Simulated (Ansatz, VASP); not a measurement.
# Ga2PdS3: VASP beside Ansatz

Contents of INCAR:

```
SYSTEM = Ga2PdS3
ALGO = Normal
EDIFF = 1E-6
ENCUT = 520
GGA = PE
ISIF = 2
ISMEAR = 0
LASPH = .TRUE.
LCHARG = .FALSE.
LREAL = .FALSE.
LWAVE = .FALSE.
NBANDS = 36
NELM = 80
PREC = Accurate
SIGMA = 0.1
```

File KPOINTS:

```
k-points
0
G
  4 4 2
  0 0 0
```

Contents of POSCAR:

```
Ga2PdS3
1.0
    3.8340953100      0.0000000000      0.0000000000
    0.0000000000      3.8340953100      0.0000000000
    0.0000000000      0.0000000000      8.4468719500
Ga Pd S
2 1 3
Direct
    0.0000000000      0.5000000000      0.7315000300
    0.5000000000      0.0000000000      0.2684999700
    0.0000000000      0.0000000000      0.0000000000
    0.0000000000      0.5000000000      0.3835000100
    0.5000000000      0.0000000000      0.6164999900
    0.5000000000      0.5000000000      0.0000000000
```

Input for Ansatz:

```yaml
crystal:
  lattice:
    - [3.83409531, 0.0, 0.0]
    - [0.0, 3.83409531, 0.0]
    - [0.0, 0.0, 8.44687195]
  atoms:
    - { symbol: Ga, position: [0.0, 0.5, 0.73150003] }
    - { symbol: Ga, position: [0.5, 0.0, 0.26849997] }
    - { symbol: Pd, position: [0.0, 0.0, 0.0] }
    - { symbol: S, position: [0.0, 0.5, 0.38350001] }
    - { symbol: S, position: [0.5, 0.0, 0.61649999] }
    - { symbol: S, position: [0.5, 0.5, 0.0] }
basis:
  ecutwfc: 420
kpoints:
  mp_grid: { grid: [4, 4, 2] }
hamiltonian:
  xc: pbe
scf:
  occupations: { method: gaussian, width: 0.1 }
  lower_state_search: "off"
output:
  forces: true
  stress: true
  eigenvalues: true
```

Change from the starting cell: species swapped into the Ti2CuSb3 type (P-4m2, No. 115).

Alike in both runs: task single point; functional PBE; k mesh 4 × 4 × 2; occupations gaussian, width 0.1 eV; no spin polarisation.

|  | VASP | Ansatz |
| --- | --- | --- |
| version | VASP 6.6.1 | Ansatz 0.2.0 |
| potentials or method | VASP PAW PBE potentials, release 64 (Ga_d, Pd, S), cutoff 520 eV | scalar-relativistic, plane waves, PAW |
| valence electrons in the cell | 54 | 62 |

```tsv
	VASP	Ansatz	Ansatz less VASP
gap on the k mesh at the Fermi level (eV)	none	none	-
pressure (GPa)	-11.0	-10.9	+0.04
traceless stress, the component that is largest in VASP (GPa)	4.43	4.41	-0.024
rms of the force components (eV/Å)	0.478	0.479	+0.0002
```

Atom by atom the forces differ by 0.001 eV/Å (rms over components). A gap of «none» marks a metal or a gap that the smearing closes. The functional is the same, so the differences come from potentials, cutoffs and numerics. VASP's potentials hold 54 valence electrons a cell and Ansatz's 62, so a difference there can come from the potentials and not from the codes.

The k mesh is coarse, so the values compare programs but aren't converged.
